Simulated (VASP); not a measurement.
# MnO (Pmmm) in VASP: notebook

MnO is run at these levels: PBE; tasks: single point.

Everything below comes from runs of VASP 6.6.1. Logs are shortened: lines on timing, memory, paths and dates and some standing lists are left out, and cuts for length are marked.

## 1. The cell of the first run

Symmetry: Pmmm, No. 47, orthorhombic system. The conventional cell has a = 2.817 Å, b = 3.179 Å, c = 7.346 Å, α = 90.00°, β = 90.00°, γ = 90.00°. Mn (site symmetry mm2) has 4 O at 1.91 to 1.92 Å within 2.5 Å. Within 2.5 Å of Mn (site symmetry mmm) lie 4 O at 1.92 Å. O (site symmetry mm2) has 4 Mn at 1.91 to 1.92 Å within 2.5 Å. O (site symmetry mmm) has 4 Mn at 1.92 Å within 2.5 Å.

The cell was built from a structure type or drawn by symmetry, and may not be a known phase.

## 2. Single point, PBE, collinear spin, ferromagnetic start

INCAR reads:

```
SYSTEM = MnO
PREC = Accurate ; ENCUT = 520
EDIFF = 1E-6 ; ISMEAR = 0
SIGMA = 0.1 ; LREAL = .False.
LASPH = .True. ; NELM = 150
ALGO = Normal ; ISIF = 2
LWAVE = .False. ; LCHARG = .False.
ISPIN = 2 ; MAGMOM = 4 4 4 0 0 0
LORBIT = 11 ; LMAXMIX = 4
GGA = PE ; NBANDS = 42
```

KPOINTS reads:

```
regular mesh
0
Gamma
  6 6 4
  0 0 0
```

POSCAR reads:

```
MnO
1.0
    2.8166731900      0.0000000000      0.0000000000
    0.0000000000      3.1793724300      0.0000000000
    0.0000000000      0.0000000000      7.3459873500
Mn O
3 3
Direct
    0.5000000000      0.5000000000      0.1780484600
    0.5000000000      0.5000000000      0.8219515400
    0.0000000000      0.0000000000      0.5000000000
    0.5000000000      0.0000000000      0.3219515400
    0.0000000000      0.5000000000      0.0000000000
    0.5000000000      0.0000000000      0.6780484600
```

Potentials or basis: VASP PAW PBE potentials, release 64 (Mn_pv, O).

The run is started by

```console
$ cat potpaw_PBE.64/Mn_pv/POTCAR potpaw_PBE.64/O/POTCAR > POTCAR
$ mpirun -np 1 vasp_std > vasp.out
```

OUTCAR:

```text
SYSTEM = MnO
   PREC = Accurate
   ENCUT = 520
   EDIFF = 1E-6
   ISMEAR = 0
   LREAL = .False.
   LASPH = .True.
   NELM = 150
   ISIF = 2
   ISPIN = 2
   LORBIT = 11
   GGA = PE

 ion  position               nearest neighbor table
   1  0.500  0.500  0.178-   4 1.91   4 1.91   5 1.92   5 1.92   2 2.62
   2  0.500  0.500  0.822-   6 1.91   6 1.91   5 1.92   5 1.92   1 2.62
   3  0.000  0.000  0.500-   4 1.92   6 1.92   4 1.92   6 1.92
   4  0.500  0.000  0.322-   1 1.91   1 1.91   3 1.92   3 1.92
   5  0.000  0.500  0.000-   1 1.92   2 1.92   1 1.92   2 1.92
   6  0.500  0.000  0.678-   2 1.91   2 1.91   3 1.92   3 1.92

  LATTYP: Found a simple orthorhombic cell.
 ALAT       =     2.8166731900
 B/A-ratio  =     1.1287686627
 C/A-ratio  =     2.6080368060

  Lattice vectors:

 A1 = (   2.8166731900,   0.0000000000,   0.0000000000)
 A2 = (   0.0000000000,   3.1793724300,   0.0000000000)
 A3 = (   0.0000000000,   0.0000000000,   7.3459873500)

Analysis of symmetry for initial positions (statically):
=====================================================================
 Subroutine PRICEL returns:
 Original cell was already a primitive cell.

 Routine SETGRP: Setting up the symmetry group for a
 simple orthorhombic supercell.

 Subroutine GETGRP returns: Found  8 space group operations
 (whereof  8 operations were pure point group operations)
 out of a pool of  8 trial point group operations.

The static configuration has the point symmetry D_2h.

Analysis of symmetry for dynamics (positions and initial velocities):
=====================================================================
 Subroutine PRICEL returns:
 Original cell was already a primitive cell.

 Routine SETGRP: Setting up the symmetry group for a
 simple orthorhombic supercell.

 Subroutine GETGRP returns: Found  8 space group operations
 (whereof  8 operations were pure point group operations)
 out of a pool of  8 trial point group operations.

The dynamic configuration has the point symmetry D_2h.

Analysis of structural, dynamic, and magnetic symmetry:
=====================================================================
 Subroutine PRICEL returns:
 Original cell was already a primitive cell.

 Routine SETGRP: Setting up the symmetry group for a
 simple orthorhombic supercell.

 Subroutine GETGRP returns: Found  8 space group operations
 (whereof  8 operations were pure point group operations)
 out of a pool of  8 trial point group operations.

The overall configuration has the point symmetry D_2h.

 Subroutine INISYM returns: Found  8 space group operations
 (whereof  8 operations are pure point group operations),
 and found     1 'primitive' translations
[... 145 lines left out ...]

 Free energy of the ion-electron system (eV)
  ---------------------------------------------------
  ext. energy  EPLUGINS =         0.00000000
  ---------------------------------------------------
  free energy    TOTEN  =       -48.32993362 eV

  energy without entropy =      -48.30791574  energy(sigma->0) =      -48.31892468

 E-fermi :   7.4675     XC(G=0): -11.7147

 val. band max:        7.4487251106   @ k =   0.0000   0.1667   0.0000
 cond. band min:       7.4706327932   @ k =   0.3333   0.0000   0.0000
 fundamental gap:      0.0219076826
 Fermi energy:         7.4674774672

 spin component 1

 k-point     1 :       0.0000    0.0000    0.0000
  band No.  band energies     occupation
      1     -43.1170      1.00000
      2     -43.0310      1.00000
      3     -42.8578      1.00000
      4     -42.8458      1.00000
      5     -42.7891      1.00000
      6     -42.6512      1.00000
[... 1021 lines left out ...]
     39      13.2445      0.00000
     40      14.6573      0.00000

 [... further k-points ...]

 spin component 2

 k-point     1 :       0.0000    0.0000    0.0000
  band No.  band energies     occupation
      1     -39.7795      1.00000
      2     -39.7794      1.00000
      3     -39.2781      1.00000
      4     -39.1170      1.00000
      5     -39.1099      1.00000
      6     -39.0886      1.00000
[... 1021 lines left out ...]
     39      14.2143      0.00000
     40      15.6672      0.00000

 [... further k-points ...]

 [bands above 40 left out]

------------------------ aborting loop because EDIFF is reached ----------------------------------------

  FORCE on cell =-STRESS in cart. coord.  units (eV):
  Direction    XX          YY          ZZ          XY          YZ          ZX
  --------------------------------------------------------------------------------------
  -------------------------------------------------------------------------------------
  Total        7.8027481      7.9959850      6.6023683     -0.0000000      0.0000000      0.0000000
  in kB      190.0334831    194.7397066    160.7986107     -0.0000000      0.0000000      0.0000000
  external PRESSURE =     181.8572668 kB  Pullay stress =       0.0000000 kB

 VOLUME and BASIS-vectors are now :
 -----------------------------------------------------------------------------
  energy-cutoff  :      520.00
  volume of cell :       65.79
      direct lattice vectors                 reciprocal lattice vectors
     2.816673190  0.000000000  0.000000000     0.355028764  0.000000000  0.000000000
     0.000000000  3.179372430  0.000000000     0.000000000  0.314527481  0.000000000
     0.000000000  0.000000000  7.345987350     0.000000000  0.000000000  0.136128740

 POSITION                                       TOTAL-FORCE (eV/Angst)
 -----------------------------------------------------------------------------------
      1.40834      1.58969      1.30794         0.000000      0.000000      0.643446
      1.40834      1.58969      6.03805         0.000000      0.000000     -0.643446
      0.00000      0.00000      3.67299         0.000000      0.000000      0.000000
      1.40834      0.00000      2.36505         0.000000      0.000000      0.481303
      0.00000      1.58969      0.00000         0.000000      0.000000      0.000000
      1.40834      0.00000      4.98094         0.000000      0.000000     -0.481303
 -----------------------------------------------------------------------------------
    total drift:                                0.000000      0.000000      0.000000

  FREE ENERGIE OF THE ION-ELECTRON SYSTEM (eV)
  ---------------------------------------------------
  free  energy   TOTEN  =       -48.3299336159 eV

  energy  without entropy=      -48.3079157439  energy(sigma->0) =      -48.31892468

 total charge

# of ion       s       p       d       tot
------------------------------------------
    1        0.280   6.327   5.121  11.728
    2        0.280   6.327   5.121  11.728
    3        0.310   6.306   5.062  11.678
    4        1.564   3.515   0.000   5.080
    5        1.560   3.494   0.000   5.055
    6        1.564   3.515   0.000   5.080
--------------------------------------------------
tot          5.560  29.484  15.304  50.348

 magnetization (x)

# of ion       s       p       d       tot
------------------------------------------
    1        0.023   0.041   3.310   3.374
    2        0.023   0.041   3.310   3.374
    3        0.038   0.018   3.055   3.110
    4        0.009   0.066   0.000   0.075
    5        0.013   0.115   0.000   0.127
    6        0.009   0.066   0.000   0.075
--------------------------------------------------
tot          0.114   0.346   9.675  10.135
```

stdout:

```text
POSCAR found type information on POSCAR MnO
 POSCAR found :  2 types and       6 ions
 scaLAPACK will be used
 LDA part: xc-table for (Slater+PW92), standard interpolation
 POSCAR, INCAR and KPOINTS ok, starting setup
 FFT: planning ... GRIDC
 FFT: planning ... GRID_SOFT
 FFT: planning ... GRID
 WAVECAR not read
 entering main loop
```

Wall time 1.8 min (1 thread of Intel Xeon 6975P-C (Granite Rapids), shared host); peak memory 0.32 GiB.

Results:

```
Free energy                                           : -48.3299 eV
Pressure                                              : 18.2 GPa
Largest force                                         : 0.643 eV/Å
Net moment                                            : 10.51 μB per cell
Site moments                                          : Mn +3.37, +3.11 (each value once); O +0.07, +0.13 (each value once) μB
Valence electrons inside the program's atomic spheres : Mn 11.73, 11.68 (each value once); O 5.08, 5.05 (each value once)
```

Forces on the atoms (eV/Å):
```
Mn   0.000  0.000  0.643
Mn   0.000  0.000 -0.643
Mn   0.000  0.000  0.000
O    0.000  0.000  0.481
O    0.000  0.000  0.000
O    0.000  0.000 -0.481
```

Levels at points of the mesh, in eV from the Fermi level:
Spin up:
```
           k point  band 32  band 33  band 34  band 35  band 36  band 37
(0.00, 0.00, 0.00)    -0.32     0.20     0.37     0.49     1.00     1.02
(0.50, 0.00, 0.00)    -0.88    -0.54    -0.13     0.13     1.32     5.15
(0.00, 0.50, 0.00)    -0.98    -0.90    -0.24     0.76     1.31     3.00
(0.50, 0.50, 0.00)    -0.95    -0.72    -0.67    -0.49     0.87     3.11
(0.00, 0.00, 0.50)    -0.18    -0.14     0.30     0.65     1.27     1.54
(0.50, 0.00, 0.50)    -0.84    -0.60    -0.34     0.48     1.51     5.14
(0.00, 0.50, 0.50)    -0.94    -0.93    -0.84     0.74     1.30     3.12
(0.50, 0.50, 0.50)    -1.14    -1.03    -0.64    -0.52     0.81     3.76
```
Spin down:
```csv
k point,band 21,band 22,band 23,band 24,band 25,band 26
"(0.00, 0.00, 0.00)",-4.52,-2.64,-1.50,-0.41,1.12,1.16
"(0.50, 0.00, 0.00)",-4.46,-1.19,0.14,0.60,1.15,1.29
"(0.00, 0.50, 0.00)",-4.61,-1.21,0.26,0.33,0.46,0.96
"(0.50, 0.50, 0.00)",-5.39,-1.16,-0.45,-0.45,0.16,0.66
"(0.00, 0.00, 0.50)",-4.59,-2.44,-1.49,-0.35,0.85,1.20
"(0.50, 0.00, 0.50)",-4.46,-1.17,0.49,0.56,0.81,1.19
"(0.00, 0.50, 0.50)",-4.60,-1.26,0.26,0.39,0.65,0.71
"(0.50, 0.50, 0.50)",-5.11,-1.21,-0.46,-0.30,0.16,0.24
```

Caveat: the k points lie up to 0.37 Å⁻¹ apart; semilocal functionals often make such compounds metallic where correlation or magnetic order opens a gap, which also shifts bond lengths; only a ferromagnetic start was run, and an antiferromagnetic order may lie lower in energy.

## 3. Single point, PBE, collinear spin, ferromagnetic start

This run uses another cell than the first one, of 11.13 Å³/atom.

INCAR reads:

```
ALGO = Normal
EDIFF = 1E-7
ENCUT = 520
GGA = PE
ISIF = 2
ISMEAR = 0
ISPIN = 2
LASPH = T
LCHARG = T
LELF = T
LMAXMIX = 4
LORBIT = 11
LREAL = F
LVHAR = T
LWAVE = F
MAGMOM = 4 4 4 0 0 0
NBANDS = 42
NELM = 150
PREC = Accurate
SIGMA = 0.1
```

KPOINTS reads:

```
k-points
0
Gamma
  6 6 4
```

POSCAR reads:

```
MnO
1.0
    2.8696736239      0.0000000000      0.0000000000
    0.0000000000      3.7691635604      0.0000000000
    0.0000000000      0.0000000000      6.1754890377
Mn O
3 3
Direct
    0.5000000000      0.5000000000      0.2290158175
    0.5000000000      0.5000000000      0.7709841825
    0.0000000000      0.0000000000      0.5000000000
    0.5000000000      0.0000000000      0.2880421623
    0.0000000000      0.5000000000      0.0000000000
    0.5000000000      0.0000000000      0.7119578377
```

Potentials or basis: VASP PAW PBE potentials, release 64 (Mn_pv, O).

The run is started by

```console
$ cat potpaw_PBE.64/Mn_pv/POTCAR potpaw_PBE.64/O/POTCAR > POTCAR
$ mpirun -np 1 vasp_std > vasp.out
```

OUTCAR:

```text
EDIFF = 1E-7
   ENCUT = 520
   GGA = PE
   ISIF = 2
   ISMEAR = 0
   ISPIN = 2
   LASPH = T
   LORBIT = 11
   LREAL = F
   NELM = 150
   PREC = Accurate

 ion  position               nearest neighbor table
   1  0.500  0.500  0.229-   4 1.92   4 1.92   5 2.01   5 2.01   2 2.83   3 2.90   3 2.90   3 2.90
                             3 2.90
   2  0.500  0.500  0.771-   6 1.92   6 1.92   5 2.01   5 2.01   1 2.83   3 2.90   3 2.90   3 2.90
                             3 2.90
   3  0.000  0.000  0.500-   4 1.94   6 1.94   4 1.94   6 1.94   1 2.90   2 2.90   1 2.90   2 2.90
                             1 2.90   2 2.90   1 2.90   2 2.90
   4  0.500  0.000  0.288-   1 1.92   1 1.92   3 1.94   3 1.94
   5  0.000  0.500  0.000-   1 2.01   2 2.01   1 2.01   2 2.01
   6  0.500  0.000  0.712-   2 1.92   2 1.92   3 1.94   3 1.94

  LATTYP: Found a simple orthorhombic cell.
 ALAT       =     2.8696736239
 B/A-ratio  =     1.3134467728
 C/A-ratio  =     2.1519830640

  Lattice vectors:

 A1 = (   2.8696736239,   0.0000000000,   0.0000000000)
 A2 = (   0.0000000000,   3.7691635604,   0.0000000000)
[... 2288 lines left out ...]
  Total        0.3387907      0.4591661      0.2681762     -0.0000000      0.0000000      0.0000000
  in kB        8.1263079     11.0136569      6.4325334     -0.0000000      0.0000000      0.0000000
  external PRESSURE =       8.5241661 kB  Pullay stress =       0.0000000 kB

 VOLUME and BASIS-vectors are now :
 -----------------------------------------------------------------------------
  energy-cutoff  :      520.00
  volume of cell :       66.80
      direct lattice vectors                 reciprocal lattice vectors
     2.869673624  0.000000000  0.000000000     0.348471684  0.000000000  0.000000000
     0.000000000  3.769163560  0.000000000     0.000000000  0.265310853  0.000000000
     0.000000000  0.000000000  6.175489038     0.000000000  0.000000000  0.161930496

 POSITION                                       TOTAL-FORCE (eV/Angst)
 -----------------------------------------------------------------------------------
      1.43484      1.88458      1.41428        -0.000000     -0.000000     -0.005381
      1.43484      1.88458      4.76120        -0.000000     -0.000000      0.005381
      0.00000      0.00000      3.08774        -0.000000     -0.000000      0.000000
      1.43484      0.00000      1.77880         0.000000      0.000000     -0.039307
      0.00000      1.88458      0.00000        -0.000000     -0.000000      0.000000
      1.43484      0.00000      4.39669        -0.000000      0.000000      0.039307
 -----------------------------------------------------------------------------------
    total drift:                                0.000000     -0.000000     -0.000000

  FREE ENERGIE OF THE ION-ELECTRON SYSTEM (eV)
  ---------------------------------------------------
  free  energy   TOTEN  =       -49.4540730212 eV

  energy  without entropy=      -49.4403438678  energy(sigma->0) =      -49.44720844

 total charge

# of ion       s       p       d       tot
------------------------------------------
    1        0.271   6.291   5.018  11.579
    2        0.271   6.291   5.018  11.579
    3        0.304   6.319   5.078  11.701
    4        1.562   3.489   0.000   5.051
    5        1.569   3.417   0.000   4.985
    6        1.562   3.489   0.000   5.051
--------------------------------------------------
tot          5.538  29.296  15.114  49.948

 magnetization (x)

# of ion       s       p       d       tot
------------------------------------------
    1        0.019   0.013   3.208   3.241
    2        0.019   0.013   3.208   3.241
    3        0.027   0.014   2.613   2.654
    4        0.001   0.022   0.000   0.023
    5        0.020   0.070   0.000   0.090
    6        0.001   0.022   0.000   0.023
--------------------------------------------------
tot          0.088   0.154   9.030   9.272
```

It took 1.9 min on 1 thread of Intel Xeon 6975P-C (Granite Rapids), shared host; peak memory 0.33 GiB.

Results:

* Free energy: -49.4541 eV
* Pressure: 0.9 GPa
* Largest force: 0.039 eV/Å
* Net moment: 9.47 μB per cell
* Site moments: Mn +3.24, +2.65 (each value once); O +0.02, +0.09 (each value once) μB
* Valence electrons inside the program's atomic spheres: Mn 11.58, 11.70 (each value once); O 5.05, 4.99 (each value once)

Forces on the atoms (eV/Å):
```
Mn   0.000  0.000 -0.005
Mn   0.000  0.000  0.005
Mn   0.000  0.000  0.000
O    0.000  0.000 -0.039
O    0.000  0.000  0.000
O    0.000  0.000  0.039
```

Levels at points of the mesh, in eV from the Fermi level:
Spin up:
```csv
k point,band 30,band 31,band 32,band 33,band 34,band 35,band 36,band 37
"(0.00, 0.00, 0.00)",-1.64,-1.19,-0.82,-0.64,-0.02,0.54,1.17,1.48
"(0.50, 0.00, 0.00)",-1.55,-1.40,-0.77,-0.72,-0.62,-0.15,1.06,3.97
"(0.00, 0.50, 0.00)",-1.65,-1.59,-1.27,-0.51,0.56,1.17,1.48,3.42
"(0.50, 0.50, 0.00)",-1.45,-1.44,-0.48,-0.27,0.26,1.05,1.23,2.73
"(0.00, 0.00, 0.50)",-1.68,-1.30,-1.17,-0.76,0.09,0.57,1.21,2.02
"(0.50, 0.00, 0.50)",-1.51,-1.42,-1.07,-0.78,-0.22,0.18,1.09,3.97
"(0.00, 0.50, 0.50)",-1.34,-1.24,-1.12,-0.64,0.22,0.54,1.47,3.67
"(0.50, 0.50, 0.50)",-1.35,-1.09,-1.08,-0.65,0.59,0.90,1.16,4.24
```
Spin down:
| k point | band 20 | band 21 | band 22 | band 23 | band 24 | band 25 | band 26 | band 27 | band 28 | band 29 |
| --- | --- | --- | --- | --- | --- | --- | --- | --- | --- | --- |
| (0.00, 0.00, 0.00) | -4.23 | -3.86 | -3.36 | -1.07 | 0.36 | 0.50 | 0.94 | 1.13 | 1.21 | 1.25 |
| (0.50, 0.00, 0.00) | -5.07 | -3.56 | -1.84 | -1.10 | 0.41 | 0.86 | 1.03 | 1.23 | 1.27 | 1.42 |
| (0.00, 0.50, 0.00) | -4.42 | -3.77 | -2.28 | -0.80 | -0.13 | -0.01 | 0.39 | 0.41 | 1.17 | 1.32 |
| (0.50, 0.50, 0.00) | -5.24 | -3.33 | -1.20 | -1.14 | -1.12 | 0.49 | 1.05 | 1.34 | 1.37 | 1.38 |
| (0.00, 0.00, 0.50) | -4.22 | -3.83 | -2.63 | -1.02 | 0.07 | 0.38 | 0.96 | 1.06 | 1.11 | 1.17 |
| (0.50, 0.00, 0.50) | -5.32 | -3.61 | -1.78 | -0.46 | -0.18 | 0.62 | 0.84 | 0.92 | 1.00 | 1.31 |
| (0.00, 0.50, 0.50) | -4.53 | -2.83 | -1.71 | -1.33 | -0.06 | 0.14 | 0.22 | 0.41 | 1.06 | 1.25 |
| (0.50, 0.50, 0.50) | -5.47 | -3.11 | -1.36 | -1.16 | -1.04 | 0.21 | 0.73 | 1.31 | 1.60 | 1.79 |

Caveat: the k points lie up to 0.36 Å⁻¹ apart; semilocal functionals often make such compounds metallic where correlation or magnetic order opens a gap, which also shifts bond lengths; only a ferromagnetic start was run, and an antiferromagnetic order may lie lower in energy. With open d or f shells a metallic result of PBE can be an artefact of self-interaction; +U or a hybrid may open a gap.
